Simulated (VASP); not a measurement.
# PbS4H4 in VASP: single point with PBE

Aim: the single point of PbS4H4 with PBE.

Everything below comes from runs of VASP 6.6.1. Logs are shortened: lines on timing, memory, paths and dates and some standing lists are left out, and cuts for length are marked.

**1. The cell of the first run**

The cell holds a molecule in a box, 9 atoms: a = 13.860 Å, b = 13.860 Å, c = 12.040 Å, α = 90.00°, β = 90.00°, γ = 90.00°.

**2. Single point, PBE**

File INCAR:

```
PREC = Accurate
ENCUT = 520
EDIFF = 1E-7
ISMEAR = 0
SIGMA = 0.01
LREAL = False
LASPH = True
NELM = 80
ALGO = Normal
ISIF = 2
LWAVE = False
LCHARG = False
GGA = PE
NBANDS = 31
```

File KPOINTS:

```
regular mesh
0
Gamma
  1 1 1
```

File POSCAR:

```
H4PbS4
1.0
   13.8600000000      0.0000000000      0.0000000000
    0.0000000000     13.8600000000      0.0000000000
    0.0000000000      0.0000000000     12.0400000000
Pb S H
1 4 4
Direct
    0.4999769100      0.4999769100      0.5000631200
    0.6067279900      0.6129639200      0.6130091400
    0.3932258300      0.3869899000      0.6130091400
    0.6129639200      0.3932258300      0.3871171100
    0.3869899000      0.6067279900      0.3871171100
    0.6752785000      0.5442135600      0.6263720900
    0.3246753200      0.4557402600      0.6263720900
    0.5442135600      0.3246753200      0.3737541500
    0.4557402600      0.6752785000      0.3737541500
```

Potentials or basis: VASP PAW PBE potentials, release 64 (Pb_d, S, H).

Launch:

```sh
$ cat potpaw_PBE.64/Pb_d/POTCAR potpaw_PBE.64/S/POTCAR potpaw_PBE.64/H/POTCAR > POTCAR
$ mpirun -np 1 vasp_gam > vasp.out
```

OUTCAR:

```text
PREC = Accurate
   ENCUT = 520
   EDIFF = 1E-7
   ISMEAR = 0
   LREAL = False
   LASPH = True
   NELM = 80
   ISIF = 2
   GGA = PE

 ion  position               nearest neighbor table
   1  0.500  0.500  0.500-   4 2.55   5 2.55   2 2.55   3 2.55
   2  0.607  0.613  0.613-   6 1.36   1 2.55
   3  0.393  0.387  0.613-   7 1.36   1 2.55
   4  0.613  0.393  0.387-   8 1.36   1 2.55
   5  0.387  0.607  0.387-   9 1.36   1 2.55
   6  0.675  0.544  0.626-   2 1.36
   7  0.325  0.456  0.626-   3 1.36
   8  0.544  0.325  0.374-   4 1.36
   9  0.456  0.675  0.374-   5 1.36

  LATTYP: Found a simple tetragonal cell.
 ALAT       =    13.8600000000
 C/A-ratio  =     0.8686868687

  Lattice vectors:

 A1 = (  13.8600000000,   0.0000000000,   0.0000000000)
 A2 = (   0.0000000000,  13.8600000000,   0.0000000000)
 A3 = (   0.0000000000,   0.0000000000,  12.0400000000)

Analysis of symmetry for initial positions (statically):
=====================================================================
 Subroutine PRICEL returns:
 Original cell was already a primitive cell.

 Routine SETGRP: Setting up the symmetry group for a
 simple tetragonal supercell.

 Subroutine GETGRP returns: Found  4 space group operations
 (whereof  1 operations were pure point group operations)
 out of a pool of 16 trial point group operations.

The static configuration has the point symmetry C_1 .
 The point group associated with its full space group is S_4 .

Analysis of symmetry for dynamics (positions and initial velocities):
=====================================================================
 Subroutine PRICEL returns:
 Original cell was already a primitive cell.

 Routine SETGRP: Setting up the symmetry group for a
 simple tetragonal supercell.

 Subroutine GETGRP returns: Found  4 space group operations
 (whereof  1 operations were pure point group operations)
 out of a pool of 16 trial point group operations.

The dynamic configuration has the point symmetry C_1 .
 The point group associated with its full space group is S_4 .

[... 87 lines left out ...]
   NELM   =     80;   NELMIN=  2; NELMDL= -5     # of ELM steps
   EDIFF  = 0.1E-06   stopping-criterion for ELM
   LREAL  =      F    real-space projection
   EDIFFG = 0.1E-05   stopping-criterion for IOM
   NSW    =      0    number of steps for IOM
   IBRION =     -1    ionic relax: 0-MD 1-quasi-New 2-CG
   NFREE  =      0    steps in history (QN), initial steepest desc. (CG)
   ISIF   =      2    stress and relaxation
   ISYM   =      2    0-nonsym 1-usesym 2-fastsym
   POTIM  = 0.5000    time-step for ionic-motion
   TEBEG  =    0.0;   TEEND  =   0.0 temperature during run
   PSTRESS=    0.0 pullay stress
   NELECT =      42.0000    total number of electrons
   NUPDOWN=      -1.0000    fix difference up-down
   EMIN   =  10.00;   EMAX   =-10.00  energy-range for DOS
   EFERMI =   0.00;   METHOD = LEGACY
   ISMEAR =     0;   SIGMA  =   0.01  broadening in eV -4-tet -1-fermi 0-gaus
   EFERMI_NEDOS =   21; number of points for ismear=-14 and -15
   IALGO  =     38    algorithm
   IMIX   =      4    mixing-type and parameters
     AMIX     =   0.40;   BMIX     =  1.00
     AMIX_MAG =   1.60;   BMIX_MAG =  1.00
  volume/ion in A,a.u.               =     256.99      1734.23
  Fermi-wavevector in a.u.,A,eV,Ry     =   0.430302  0.813153  2.519255  0.185160
  Thomas-Fermi vector in A             =   1.398752
   LORBIT       =      0    0 simple, 1 ext, 2 COOP (PROOUT), +10 PAW based schemes
   GGA     = PE    functional components
   LHFCALC =     F    Hartree Fock is set to
   AEXX    =    0.0000 exact exchange contribution
   IVDW    =     0    specifies the selected vdW correction
   LEPSILON=     F    determine dielectric tensor
   LRPA    =     F    only Hartree local field effects (RPA)
 non-spin polarized calculation
 Gauss-broadening in eV      SIGMA  =   0.01
  energy-cutoff  :      520.00
  volume of cell :     2312.88
 maximum number of plane-waves:     31149
 NGX is ok and might be reduce to   108
   NGX = 51   NGY = 51   NGZ = 45

 number of electron      42.0000002 magnetization

 Free energy of the ion-electron system (eV)
  ---------------------------------------------------
  ext. energy  EPLUGINS =         0.00000000
  ---------------------------------------------------
  free energy    TOTEN  =       -33.98040449 eV

  energy without entropy =      -33.98040449  energy(sigma->0) =      -33.98040449

 E-fermi :  -5.8921     XC(G=0):  -1.1129

 val. band max:       -5.9466827874   @ k =   0.0000   0.0000   0.0000
 cond. band min:      -3.9389021750   @ k =   0.0000   0.0000   0.0000
 fundamental gap:      2.0077806124
 Fermi energy:        -5.8921394207

 k-point     1 :       0.0000    0.0000    0.0000
  band No.  band energies     occupation
      1     -21.9350      2.00000
      2     -21.9143      2.00000
      3     -21.9143      2.00000
      4     -21.7712      2.00000
      5     -21.7464      2.00000
      6     -18.1780      2.00000
[... 23 lines left out ...]
     30       0.4964      0.00000
     31       0.7511      0.00000

------------------------ aborting loop because EDIFF is reached ----------------------------------------

  FORCE on cell =-STRESS in cart. coord.  units (eV):
  Direction    XX          YY          ZZ          XY          YZ          ZX
  --------------------------------------------------------------------------------------
  -------------------------------------------------------------------------------------
  Total       -1.0270367     -1.0270367     -0.8161588     -0.0000005      0.0000000      0.0000000
  in kB       -0.7114487     -0.7114487     -0.5653694     -0.0000003      0.0000000      0.0000000
  external PRESSURE =      -0.6627556 kB  Pullay stress =       0.0000000 kB

 VOLUME and BASIS-vectors are now :
 -----------------------------------------------------------------------------
  energy-cutoff  :      520.00
  volume of cell :     2312.88
      direct lattice vectors                 reciprocal lattice vectors
    13.860000000  0.000000000  0.000000000     0.072150072  0.000000000  0.000000000
     0.000000000 13.860000000  0.000000000     0.000000000  0.072150072  0.000000000
     0.000000000  0.000000000 12.040000000     0.000000000  0.000000000  0.083056478

 POSITION                                       TOTAL-FORCE (eV/Angst)
 -----------------------------------------------------------------------------------
      6.92968      6.92968      6.02076         0.000000      0.000000     -0.000000
      8.40925      8.49568      7.38063        -0.057005     -0.140729     -0.102295
      5.45011      5.36368      7.38063         0.057005      0.140729     -0.102295
      8.49568      5.45011      4.66089        -0.140729      0.057005      0.102295
      5.36368      8.40925      4.66089         0.140729     -0.057005      0.102295
      9.35936      7.54280      7.54152        -0.075439      0.030005     -0.027156
      4.50000      6.31656      7.54152         0.075439     -0.030005     -0.027156
      7.54280      4.50000      4.50000         0.030005      0.075439      0.027156
      6.31656      9.35936      4.50000        -0.030005     -0.075439      0.027156
 -----------------------------------------------------------------------------------
    total drift:                               -0.000002     -0.000002     -0.000163

  FREE ENERGIE OF THE ION-ELECTRON SYSTEM (eV)
  ---------------------------------------------------
  free  energy   TOTEN  =       -33.9804044872 eV

  energy  without entropy=      -33.9804044872  energy(sigma->0) =      -33.98040449
```

Wall time 7.1 min (1 thread of Intel Xeon 8259CL, shared host); peak memory 1.5 GiB.

Results:

| Property | Result |
| --- | --- |
| Free energy | -33.9804 eV |
| Largest force | 0.183 eV/Å |
| Gap between the frontier levels | 2.01 eV |

Forces in eV/Å, atoms in the order of the input:
```
Pb   0.000  0.000  0.000
S   -0.057 -0.141 -0.102
S    0.057  0.141 -0.102
S   -0.141  0.057  0.102
S    0.141 -0.057  0.102
H   -0.075  0.030 -0.027
H    0.075 -0.030 -0.027
H    0.030  0.075  0.027
H   -0.030 -0.075  0.027
```

Levels at points of the mesh, in eV from the valence-band top:
```tsv
k point	band 19	band 20	band 21	band 22	band 23	band 24
(0.00, 0.00, 0.00)	-0.09	0.00	0.00	2.01	5.04	5.18
```

Caveat: spin-orbit coupling is left out, which moves the levels of the heavy elements.
